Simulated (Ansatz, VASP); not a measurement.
## P in VASP and in Ansatz

File POSCAR:

```
P
1.0
    3.4385568657      0.0000000000      0.0000000000
    0.0000000000     36.4272375714      0.0000000000
    0.0000000000      0.0000000000      4.4906438587
P
4
Direct
    0.0000000000      0.9712883905      0.5886981360
    0.0000000000      0.0287116095      0.4113018640
    0.5000000000      0.0287116095      0.0886981360
    0.5000000000      0.9712883905      0.9113018640
```

INCAR.step1

```
ALGO = Normal ; EDIFF = 1E-4
ENCUT = 520 ; GGA = PE
ISMEAR = 0 ; LASPH = True
LCHARG = False ; LREAL = False
LWAVE = True ; NBANDS = 18
NELM = 100 ; PREC = Accurate
SIGMA = 0.02
```

The input INCAR.step2:

```
ALGO = Normal ; EDIFF = 1E-6
ENCUT = 520 ; ISIF = 2
ISMEAR = 0 ; ISTART = 1
LASPH = True ; LCHARG = False
LMIXTAU = True ; LREAL = False
LWAVE = False ; METAGGA = R2SCAN
NBANDS = 18 ; NELM = 100
PREC = Accurate ; SIGMA = 0.02
```

File KPOINTS:

```
k-points
0
Gamma
  8 1 6
```

Input for Ansatz:

```yaml
crystal:
  lattice:
    - [3.4385568657, 0.0, 0.0]
    - [0.0, 36.4272375714, 0.0]
    - [0.0, 0.0, 4.4906438587]
  atoms:
    - { symbol: P, position: [0.0, 0.9712883905, 0.588698136] }
    - { symbol: P, position: [0.0, 0.0287116095, 0.411301864] }
    - { symbol: P, position: [0.5, 0.0287116095, 0.088698136] }
    - { symbol: P, position: [0.5, 0.9712883905, 0.911301864] }
basis:
  ecutwfc: 500
kpoints:
  mp_grid: { grid: [8, 1, 6] }
  band_path: { path: [VBM, CBM], npoints: 2 }
hamiltonian:
  xc: r2scan
scf:
  occupations: { method: gaussian, width: 0.02 }
output:
  forces: true
  stress: true
  eigenvalues: true
checkpoint:
  read: start.run
  write: ck
  compress: false
  write_wavefunctions: false
  write_every: 100000
```

Alike in both runs: task single point; functional r2SCAN; k mesh 8 × 1 × 6; occupations gaussian, width 0.02 eV; no spin polarisation.

|  | VASP | Ansatz |
| --- | --- | --- |
| version | VASP 6.6.1 | Ansatz 0.2.0 |
| potentials or method | VASP PAW PBE potentials, release 64 (P), cutoff 520 eV | scalar-relativistic, plane waves, PAW |
| valence electrons in the cell | 20 | 20 |

|  | VASP | Ansatz | Ansatz less VASP |
| --- | --- | --- | --- |
| gap on the k mesh at the Fermi level (eV) | 1.22 | 1.18 | -0.046 |
| least direct gap on the mesh (eV) | 1.22 | 1.18 | -0.046 |
| rms of the force components (eV/Å) | 0.052 | 0.002 | -0.0497 |

VASP's potentials were made for PBE, not for r2SCAN. Atom by atom the forces differ by 0.050 eV/Å (rms over components). With one functional, cell and mesh, what is left measures potentials, basis and numerics.
